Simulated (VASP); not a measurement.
# SiO2 (P4_32_12) in VASP: notebook, part 3 of 3

VASP 6.6.1. Earlier steps stand in the parts before.

### Step 5. Single point, PBE

This run uses another cell than the first one, of 14.24 Å³/atom.

Contents of INCAR:

```
PREC     = Accurate       # precision mode
ENCUT    = 520            # plane-wave cutoff, eV
EDIFF    = 1E-6           # SCF threshold, eV
ISMEAR   = -1             # smearing method
SIGMA    = 0.05           # smearing width, eV
LREAL    = False          # projectors in reciprocal space
LASPH    = True           # aspherical terms in the spheres
NELM     = 100            # most SCF steps
ALGO     = Normal         # electronic algorithm
ISIF     = 2              # what is computed and relaxed
LWAVE    = False          # write WAVECAR
LCHARG   = False          # write CHGCAR
GGA      = PE             # functional
NBANDS   = 44             # bands
```

Contents of KPOINTS:

```
Automatic mesh
0
Gamma
  6 6 4
```

Contents of POSCAR:

```
SiO2
1.0
    4.9755888200      0.0000000000      0.0000000000
    0.0000000000      4.9755888200      0.0000000000
    0.0000000000      0.0000000000      6.9008894400
Si O
4 8
Direct
    0.8032465600      0.8032465600      0.5000000000
    0.6967534400      0.3032465600      0.2500000000
    0.3032465600      0.6967534400      0.7500000000
    0.1967534400      0.1967534400      0.0000000000
    0.7617576300      0.1103870700      0.4320415600
    0.8896129300      0.2382423700      0.0679584400
    0.1103870700      0.7617576300      0.5679584400
    0.2617576300      0.3896129300      0.8179584400
    0.2382423700      0.8896129300      0.9320415600
    0.7382423700      0.6103870700      0.3179584400
    0.3896129300      0.2617576300      0.1820415600
    0.6103870700      0.7382423700      0.6820415600
```

Potentials or basis: VASP PAW PBE potentials, release 64 (Si, O).

Started as:

```bash
$ cat potpaw_PBE.64/Si/POTCAR potpaw_PBE.64/O/POTCAR > POTCAR
$ mpirun -np 1 vasp_std > vasp.out
```

Run time: 94 s. Hardware: 1 thread of Intel Xeon 6975P-C (Granite Rapids), shared host; peak memory 0.36 GiB.

It converged, with:

```
Free energy            : -94.8401 eV
Pressure               : 4.9 GPa
Largest force          : 0.275 eV/Å
Band gap on the k mesh : 5.73 eV
```

Forces in eV/Å, atoms in the order of the input:
```
Si  -0.025 -0.025  0.000
Si   0.025 -0.025  0.000
Si  -0.025  0.025  0.000
Si   0.025  0.025  0.000
O    0.042  0.158  0.221
O   -0.158 -0.042 -0.221
O    0.158  0.042 -0.221
O    0.042 -0.158 -0.221
O   -0.042 -0.158  0.221
O   -0.042  0.158 -0.221
O   -0.158  0.042  0.221
O    0.158 -0.042  0.221
```

Stress tensor (GPa, compression positive):
```
4.86 0.00 0.00
0.00 4.86 0.00
0.00 0.00 5.00
```

Levels at points of the mesh, in eV from the valence-band top:
```tsv
k point	band 29	band 30	band 31	band 32	band 33	band 34	band 35	band 36
(0.00, 0.00, 0.00)	-0.68	-0.31	-0.31	0.00	5.73	8.83	8.83	9.31
(0.50, 0.00, 0.00)	-0.65	-0.65	-0.49	-0.49	7.78	7.78	9.27	9.27
(0.50, 0.50, 0.00)	-0.59	-0.59	-0.53	-0.53	8.73	8.73	8.85	8.85
(0.00, 0.00, 0.50)	-0.54	-0.54	-0.39	-0.39	7.00	7.00	9.42	9.42
(0.50, 0.00, 0.50)	-0.92	-0.92	-0.18	-0.18	8.10	8.10	9.02	9.02
(0.50, 0.50, 0.50)	-0.61	-0.61	-0.61	-0.61	9.24	9.24	9.24	9.24
```

Caveat: the cell stands under pressure. A k mesh can miss the band edges.

### Step 6. Relaxation of cell and atoms, PBE+D4

This run uses another cell than the first one, of 14.24 Å³/atom.

Contents of INCAR:

```
SYSTEM = SiO2
ALGO = Normal
EDIFF = 1E-7
EDIFFG = -0.01
ENCUT = 600
GGA = PE
IBRION = 2
ISIF = 3
ISMEAR = -1
IVDW = 13
LASPH = .True.
LCHARG = .False.
LREAL = .False.
LWAVE = .False.
NELM = 60
NSW = 60
PREC = Accurate
SIGMA = 0.05
```

Contents of KPOINTS:

```
k-points
0
Gamma
  6 6 4
  0 0 0
```

POSCAR is that of step 5.

Potentials or basis: VASP PAW PBE potentials, release 64 (Si, O).

Started as:

```bash
$ cat potpaw_PBE.64/Si/POTCAR potpaw_PBE.64/O/POTCAR > POTCAR
$ mpirun -np 1 vasp_std > vasp.out
```

Run time: 37 min. Hardware: 1 thread of Intel Xeon 6975P-C (Granite Rapids), shared host; peak memory 0.4 GiB.

Results (log left out):

```yaml
Free_energy: -96.7135 eV
Relaxed_volume: 13.50 Å³/atom
Relaxed_cell: a = 4.907 Å, b = 4.907 Å, c = 6.728 Å, α = 90.00°, β = 90.00°, γ = 90.00°
Space_group_after_relaxing_to_0.1_Å: P4_32_12 (No. 96)
Energy_gained_by_relaxing: 5.3 meV/atom
Ionic_steps: 35
Pressure_after_relaxing: 0.1 GPa
Largest_force_after_relaxing: 0.006 eV/Å
Band_gap_on_the_k_mesh: 5.68 eV
Dispersion_energy_per_atom: -0.157 eV
```

Forces in eV/Å, atoms in the order of the input:
```
Si  -0.001 -0.001  0.000
Si   0.001 -0.001  0.000
Si  -0.001  0.001  0.000
Si   0.001  0.001  0.000
O    0.004 -0.004 -0.001
O    0.004 -0.004  0.001
O   -0.004  0.004  0.001
O    0.004  0.004  0.001
O   -0.004  0.004 -0.001
O   -0.004 -0.004  0.001
O    0.004  0.004 -0.001
O   -0.004 -0.004 -0.001
```

The path:
```csv
step,energy change (eV),largest force (eV/Å),pressure (GPa),volume (Å³)
1,0.0000,0.2765,3.14,170.84
2,0.0240,0.2520,-3.97,177.82
3,-0.0348,0.0447,-0.12,173.82
4,-0.0348,0.0489,-0.06,173.76
5,-0.0356,0.0478,-0.06,173.59
6,-0.0367,0.1534,-0.05,173.08
7,-0.0369,0.1522,-0.05,173.05
8,-0.0373,0.1484,-0.05,172.97
9,-0.0381,0.1409,-0.06,172.81
10,-0.0396,0.1260,-0.06,172.50
11,-0.0418,0.0964,-0.08,171.86
12,-0.0435,0.1283,-0.12,170.59
13,-0.0446,0.1161,-0.09,170.20
14,-0.0469,0.1280,-0.03,169.03
15,-0.0479,0.2664,0.08,166.71
16,-0.0481,0.2230,0.05,167.43
17,-0.0513,0.1668,0.09,166.59
18,-0.0563,0.1712,0.19,164.09
19,-0.0600,0.1191,0.08,163.07
20,-0.0601,0.1357,0.06,162.93
21,-0.0617,0.0440,-0.02,162.42
22,-0.0619,0.0361,-0.06,162.19
23,-0.0623,0.0181,0.04,162.09
24,-0.0628,0.0303,0.30,161.84
25,-0.0630,0.0205,0.29,161.85
26,-0.0634,0.0138,0.23,161.88
27,-0.0637,0.0680,0.14,161.93
28,-0.0639,0.0397,0.02,162.02
29,-0.0639,0.0304,-0.02,162.05
30,-0.0639,0.0317,-0.02,162.05
31,-0.0640,0.0198,0.01,162.03
32,-0.0640,0.0141,0.03,162.01
33,-0.0641,0.0212,0.07,161.99
34,-0.0641,0.0155,0.07,162.00
35,-0.0642,0.0059,0.06,162.01
```

Final structure:
```xyz
12
Lattice="4.9072 0.0000 0.0000 0.0000 4.9072 0.0000 0.0000 0.0000 6.7279" Properties=species:S:1:pos:R:3 pbc="T T T"
Si    3.9962    3.9962    3.3639
Si    3.3646    1.5426    1.6820
Si    1.5426    3.3646    5.0459
Si    0.9110    0.9110    0.0000
O     3.7632    0.6518    2.9844
O     4.2554    1.1440    0.3796
O     0.6518    3.7632    3.7435
O     1.3096    1.8018    5.4255
O     1.1440    4.2554    6.3483
O     3.5976    3.1054    2.0615
O     1.8018    1.3096    1.3024
O     3.1054    3.5976    4.6663
```

Levels at points of the mesh, in eV from the valence-band top:
```tsv
k point	band 30	band 31	band 32	band 33	band 34	band 35
(0.00, 0.00, 0.00)	-0.43	-0.43	0.00	5.68	8.78	8.78
(0.50, 0.00, 0.00)	-0.70	-0.50	-0.50	7.78	7.78	9.20
(0.50, 0.50, 0.00)	-0.57	-0.49	-0.49	8.64	8.64	8.70
(0.00, 0.00, 0.50)	-0.64	-0.37	-0.37	7.03	7.03	9.21
(0.50, 0.00, 0.50)	-0.89	-0.22	-0.22	8.07	8.07	9.21
(0.50, 0.50, 0.50)	-0.52	-0.52	-0.52	9.10	9.10	9.10
```

A k mesh can miss the band edges.

### Step 7. The runs side by side

```tsv
task	level	potentials or basis	cell	cutoff (eV)	gap on the mesh (eV)	pressure (GPa)	relaxed volume (Å³/atom)	largest force (eV/Å)
single point	LDA	VASP PAW LDA potentials, release 64 (Si, O)	a = 4.948, b = 4.948, c = 6.878 Å, 12 atoms, atomic positions A	520	5.55	0.6	-	0.03
single point	PBE	VASP PAW PBE potentials, release 64 (Si, O)	a = 5.083, b = 5.083, c = 7.098 Å, 12 atoms, atomic positions B	520	5.51	0.1	-	0.02
relaxation of cell and atoms	LDA	VASP PAW LDA potentials, release 64 (Si, O)	relaxed from a = 4.976, b = 4.976, c = 6.901 Å, 12 atoms, atomic positions C	600	5.56	0.0	13.86	0.01
single point	PBE	VASP PAW PBE potentials, release 64 (Si, O)	a = 4.976, b = 4.976, c = 6.901 Å, 12 atoms, atomic positions C	520	5.73	4.9	-	0.27
relaxation of cell and atoms	PBE+D4	VASP PAW PBE potentials, release 64 (Si, O)	relaxed from a = 4.976, b = 4.976, c = 6.901 Å, 12 atoms, atomic positions C	600	5.68	0.1	13.50	0.01
```

Alike in all rows: no spin polarisation; k mesh 6 × 6 × 4; smearing fermi-dirac 0.05 eV.

Caveats: the cell stands under pressure (at least some runs).

Absolute energies hang on the potentials; compare differences alone.
